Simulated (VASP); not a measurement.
A run of VASP 6.6.1 is set up as follows.

File INCAR:

```
SYSTEM = MoRu2
PREC = Accurate
ENCUT = 520
EDIFF = 1E-6
ISMEAR = 0
SIGMA = 0.1
LREAL = .False.
LASPH = .True.
NELM = 60
ALGO = Normal
ISIF = 2
LWAVE = .False.
LCHARG = .True.
GGA = PE
LELF = .True.
LVHAR = .True.
NBANDS = 28
```

The input KPOINTS:

```
regular mesh
0
Gamma
  6 6 6
  0 0 0
```

File POSCAR:

```
MoRu2
1.0
    0.0000000000      2.7663890000      2.7663890000
    2.7663890000      0.0000000000      2.7663890000
    2.7663890000      2.7663890000      0.0000000000
Mo Ru
1 2
Direct
    0.0000000000      0.0000000000      0.0000000000
    0.7500000000      0.7500000000      0.7500000000
    0.2500000000      0.2500000000      0.2500000000
```

Potentials or basis: VASP PAW PBE potentials, release 64 (Mo_sv, Ru_pv).

Launch:

```sh
$ cat potpaw_PBE.64/Mo_sv/POTCAR potpaw_PBE.64/Ru_pv/POTCAR > POTCAR
$ mpirun -np 1 vasp_std > vasp.out
```

Q: Estimate the pressure.

A: 60.2 GPa.

Q: Estimate the band gap on the k mesh.

A: Zero (band 21 reaches 14.44 eV, above the bottom of band 22 at 12.25 eV).
